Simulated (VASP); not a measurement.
TiNi: single point with PBEsol

Crystal: TiNi.

```xyz
2
Lattice="2.9102 0.0000 0.0000 0.0000 2.9102 0.0000 0.0000 0.0000 2.9102" Properties=species:S:1:pos:R:3 pbc="T T T"
Ti    1.4551    1.4551    1.4551
Ni    0.0000    0.0000    0.0000
```

This cell differs from its parent crystal: volume scaled by 0.94.

```json
{
 "Program": "VASP 6.6.1",
 "Task": "single point",
 "Functional": "PBEsol",
 "Potentials or basis": "VASP PAW PBE potentials, release 64 (Ti_sv, Ni)",
 "Cutoff": "520 eV",
 "k mesh": "14 × 14 × 14",
 "Occupations": "gaussian, width 0.1 eV",
 "Spin": "no spin polarisation"
}
```

| Quantity | Value |
| --- | --- |
| Pressure | 12.0 GPa |
| Band gap on the k mesh | zero (band 11 reaches 11.11 eV, above the bottom of band 12 at 9.14 eV) |

Levels at points of the mesh, in eV from the Fermi level:
| k point | band 7 | band 8 | band 9 | band 10 | band 11 | band 12 | band 13 | band 14 | band 15 | band 16 |
| --- | --- | --- | --- | --- | --- | --- | --- | --- | --- | --- |
| (0.00, 0.00, 0.00) | -4.34 | -2.19 | -2.19 | -2.19 | 0.49 | 0.49 | 2.90 | 2.90 | 2.90 | 9.24 |
| (0.50, 0.00, 0.00) | -3.07 | -2.30 | -2.30 | -1.85 | -0.88 | -0.58 | 0.68 | 0.68 | 2.48 | 4.26 |
| (0.50, 0.50, 0.00) | -3.06 | -3.06 | -1.40 | -0.78 | 0.59 | 0.59 | 1.01 | 2.56 | 2.56 | 3.41 |
| (0.50, 0.50, 0.50) | -3.07 | -2.41 | -2.41 | -2.41 | -1.37 | -1.37 | 3.50 | 3.50 | 6.78 | 8.64 |

Run time: 18 s on 1 thread of Intel(R) Xeon(R) 6975P-C (Granite Rapids) (shared host), peak memory 0.17 GiB.

Caveat: the PAW data sets were made with another functional, which shifts forces and pressure a little. Spin polarisation is off, so any magnetic state and its effect on volume and gap are missing.
